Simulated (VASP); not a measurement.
# TePb (P1) in VASP: single point with PBE

Aim: the single point of TePb with PBE.

Everything below comes from runs of VASP 6.6.1. Logs are shortened: lines on timing, memory, paths and dates and some standing lists are left out, and cuts for length are marked.

### 1 The cell of the first run

The typed cell holds 2 atoms: a = 4.562 Å, b = 4.638 Å, c = 4.544 Å, α = 56.12°, β = 58.91°, γ = 57.13°.

### 2 Single point, PBE (atoms moved at random and the cell strained at random)

Contents of INCAR:

```
PREC = Accurate
ENCUT = 520
EDIFF = 1E-6
ISMEAR = 0
SIGMA = 0.02
LREAL = False
LASPH = True
NELM = 60
ALGO = Normal
ISIF = 2
LWAVE = False
LCHARG = False
GGA = PE
NBANDS = 17
```

Contents of KPOINTS:

```
regular mesh
0
Gamma
  8 8 8
```

Contents of POSCAR:

```
TePb
1.0
    0.1062328400      3.1623309200      3.2869253900
    3.2989298300      0.1354694600      3.2576887700
    3.2933148500      3.1274793200      0.1410844400
Te Pb
1 1
Direct
    0.5108382399      0.5002587543      0.5035776263
   -0.0108382399     -0.0002587543     -0.0035776263
```

Potentials or basis: VASP PAW PBE potentials, release 64 (Te, Pb_d).

The run is started by

```
$ cat potpaw_PBE.64/Te/POTCAR potpaw_PBE.64/Pb_d/POTCAR > POTCAR
$ mpirun -np 1 vasp_std > vasp.out
```

OUTCAR:

```text
PREC = Accurate
   ENCUT = 520
   EDIFF = 1E-6
   ISMEAR = 0
   LREAL = False
   LASPH = True
   NELM = 60
   ISIF = 2
   GGA = PE

 ion  position               nearest neighbor table
   1  0.511  0.500  0.504-   2 2.99   2 3.13   2 3.17   2 3.22   2 3.28   2 3.28
   2  0.989  1.000  0.996-   1 2.99   1 3.13   1 3.17   1 3.22   1 3.28   1 3.28

  LATTYP: Found a triclinic cell.
 ALAT       =     7.7838583853
 B/A-ratio  =     0.5753294981
 C/A-ratio  =     0.5958869866
 COS(alpha) =     0.0125684870
 COS(beta)  =     0.3326172424
 COS(gamma) =     0.8605766557

  Lattice vectors:

 A1 = (  -6.4803968600,  -3.0926277200,   3.0047565100)
 A2 = (  -3.1870820100,   0.0348516000,   3.1458409500)
 A3 = (  -3.2989298300,  -0.1354694600,  -3.2576887700)

Analysis of symmetry for initial positions (statically):
=====================================================================
 Subroutine PRICEL returns:
 Original cell was already a primitive cell.

 Routine SETGRP: Setting up the symmetry group for a
 triclinic supercell.

 Subroutine GETGRP returns: Found  1 space group operations
 (whereof  1 operations were pure point group operations)
 out of a pool of  2 trial point group operations.

The static configuration has the point symmetry C_1 .

Analysis of symmetry for dynamics (positions and initial velocities):
=====================================================================
 Subroutine PRICEL returns:
 Original cell was already a primitive cell.

 Routine SETGRP: Setting up the symmetry group for a
 triclinic supercell.

 Subroutine GETGRP returns: Found  1 space group operations
 (whereof  1 operations were pure point group operations)
 out of a pool of  2 trial point group operations.

The dynamic configuration has the point symmetry C_1 .

 Subroutine INISYM returns: Found  1 space group operations
 (whereof  1 operations are pure point group operations),
 and found     1 'primitive' translations

----------------------------------------------------------------------------------------

                                     Primitive cell

  volume of cell :      63.8211
[... 81 lines left out ...]
   ISTART =      0    job   : 0-new  1-cont  2-samecut
   ICHARG =      2    charge: 1-file 2-atom 10-const
   ISPIN  =      1    spin polarized calculation?
   LNONCOLLINEAR =      F non collinear calculations
   LSORBIT =      F    spin-orbit coupling
   LASPH  =      T    aspherical Exc in radial PAW
   ENCUT  =  520.0 eV  38.22 Ry    6.18 a.u.   8.48  8.62  8.45*2*pi/ulx,y,z
   NELM   =     60;   NELMIN=  2; NELMDL= -5     # of ELM steps
   EDIFF  = 0.1E-05   stopping-criterion for ELM
   LREAL  =      F    real-space projection
   EDIFFG = 0.1E-04   stopping-criterion for IOM
   NSW    =      0    number of steps for IOM
   IBRION =     -1    ionic relax: 0-MD 1-quasi-New 2-CG
   NFREE  =      0    steps in history (QN), initial steepest desc. (CG)
   ISIF   =      2    stress and relaxation
   ISYM   =      2    0-nonsym 1-usesym 2-fastsym
   POTIM  = 0.5000    time-step for ionic-motion
   TEBEG  =    0.0;   TEEND  =   0.0 temperature during run
   PSTRESS=    0.0 pullay stress
   NELECT =      20.0000    total number of electrons
   NUPDOWN=      -1.0000    fix difference up-down
   EMIN   =  10.00;   EMAX   =-10.00  energy-range for DOS
   EFERMI =   0.00;   METHOD = LEGACY
   ISMEAR =     0;   SIGMA  =   0.02  broadening in eV -4-tet -1-fermi 0-gaus
   EFERMI_NEDOS =   21; number of points for ismear=-14 and -15
   IALGO  =     38    algorithm
   IMIX   =      4    mixing-type and parameters
     AMIX     =   0.40;   BMIX     =  1.00
     AMIX_MAG =   1.60;   BMIX_MAG =  1.00
  volume/ion in A,a.u.               =      31.91       215.34
  Fermi-wavevector in a.u.,A,eV,Ry     =   1.111979  2.101336 16.823580  1.236498
  Thomas-Fermi vector in A             =   2.248549
   LORBIT       =      0    0 simple, 1 ext, 2 COOP (PROOUT), +10 PAW based schemes
   GGA     = PE    functional components
   LHFCALC =     F    Hartree Fock is set to
   AEXX    =    0.0000 exact exchange contribution
   IVDW    =     0    specifies the selected vdW correction
   LEPSILON=     F    determine dielectric tensor
   LRPA    =     F    only Hartree local field effects (RPA)
 non-spin polarized calculation
 Gauss-broadening in eV      SIGMA  =   0.02
  energy-cutoff  :      520.00
  volume of cell :       63.82
 maximum number of plane-waves:      1737
 NGX is ok and might be reduce to    36
   NGX = 17   NGY = 17   NGZ = 17

 number of electron      20.0000000 magnetization

 Free energy of the ion-electron system (eV)
  ---------------------------------------------------
  ext. energy  EPLUGINS =         0.00000000
  ---------------------------------------------------
  free energy    TOTEN  =        -7.34564333 eV

  energy without entropy =       -7.34564077  energy(sigma->0) =       -7.34564205

 E-fermi :   6.7009     XC(G=0):  -9.5476

 val. band max:        6.6671869507   @ k =   0.5000   0.5000   0.5000
 cond. band min:       6.7346385208   @ k =   0.0000   0.0000   0.5000
 fundamental gap:      0.0674515701
 Fermi energy:         6.7009127330

 k-point     1 :       0.0000    0.0000    0.0000
  band No.  band energies     occupation
      1     -10.4670      2.00000
      2     -10.4567      2.00000
      3     -10.4453      2.00000
      4     -10.4394      2.00000
      5     -10.4361      2.00000
      6      -6.1569      2.00000
[... 457 lines left out ...]
      4     -10.4307      2.00000
      5     -10.4092      2.00000
      6      -4.9793      2.00000
[... 9 lines left out ...]
     16      15.4973      0.00000
     17      15.9896      0.00000

 [... further k-points ...]

------------------------ aborting loop because EDIFF is reached ----------------------------------------

  FORCE on cell =-STRESS in cart. coord.  units (eV):
  Direction    XX          YY          ZZ          XY          YZ          ZX
  --------------------------------------------------------------------------------------
  -------------------------------------------------------------------------------------
  Total        0.8083490      4.3610674      1.5734763     -0.1728000     -0.2756342     -0.1921671
  in kB       20.2929537    109.4810985     39.5008607     -4.3380047     -6.9195754     -4.8242008
  external PRESSURE =      56.4249710 kB  Pullay stress =       0.0000000 kB

 VOLUME and BASIS-vectors are now :
 -----------------------------------------------------------------------------
  energy-cutoff  :      520.00
  volume of cell :       63.82
      direct lattice vectors                 reciprocal lattice vectors
     0.106232840  3.162330920  3.286925390    -0.159339824  0.160811524  0.154669732
     3.298929830  0.135469460  3.257688770     0.154081278 -0.169378053  0.157977715
     3.293314850  3.127479320  0.141084440     0.154441291  0.164479521 -0.163236261

 POSITION                                       TOTAL-FORCE (eV/Angst)
 -----------------------------------------------------------------------------------
      3.36303      3.25814      3.37982         0.002014     -0.240092     -0.052774
      6.68469      6.37978      6.64873        -0.002014      0.240092      0.052774
 -----------------------------------------------------------------------------------
    total drift:                               -0.000099      0.000005     -0.000029

  FREE ENERGIE OF THE ION-ELECTRON SYSTEM (eV)
  ---------------------------------------------------
  free  energy   TOTEN  =        -7.3456433329 eV

  energy  without entropy=       -7.3456407668  energy(sigma->0) =       -7.34564205
```

OSZICAR:

```text
N       E                     dE             d eps       ncg     rms          rms(c)
DAV:   1     0.151782263260E+03    0.15178E+03   -0.92580E+03  8848   0.116E+03
DAV:   2     0.284160786322E+01   -0.14894E+03   -0.14440E+03  9381   0.300E+02
DAV:   3    -0.717473216293E+01   -0.10016E+02   -0.99182E+01 11482   0.838E+01
DAV:   4    -0.743812800723E+01   -0.26340E+00   -0.26323E+00 11403   0.150E+01
DAV:   5    -0.744869502719E+01   -0.10567E-01   -0.10567E-01 12809   0.272E+00    0.398E+00
DAV:   6    -0.734807595665E+01    0.10062E+00   -0.21222E-01 12840   0.343E+00    0.247E+00
DAV:   7    -0.734450784624E+01    0.35681E-02   -0.80710E-02 11575   0.147E+00    0.938E-01
DAV:   8    -0.734559168231E+01   -0.10838E-02   -0.96129E-03 11245   0.959E-01    0.172E-01
DAV:   9    -0.734560820007E+01   -0.16518E-04   -0.83112E-04 13417   0.324E-01    0.638E-02
DAV:  10    -0.734563689391E+01   -0.28694E-04   -0.12026E-04 10685   0.880E-02    0.180E-02
DAV:  11    -0.734564387159E+01   -0.69777E-05   -0.31203E-05 11784   0.472E-02    0.186E-02
DAV:  12    -0.734564333289E+01    0.53870E-06   -0.20346E-06  9685   0.822E-03
   1 F= -.73456433E+01 E0= -.73456420E+01  d E =-.256607E-05
```

It took 1.8 min on 1 thread of Intel Xeon 6975P-C (Granite Rapids), shared host; peak memory 0.42 GiB.

What came out:

```yaml
Free_energy: -7.3456 eV
Pressure: 5.6 GPa
Largest_force: 0.246 eV/Å
Band_gap_on_the_k_mesh: 0.07 eV, indirect (least direct gap 0.35 eV)
```

Forces on the atoms (eV/Å):
```
Te   0.002 -0.240 -0.053
Pb  -0.002  0.240  0.053
```

Caveat: the cell differs from its parent crystal (atoms moved at random and the cell strained at random); spin-orbit coupling is left out, which moves the levels of the heavy elements.
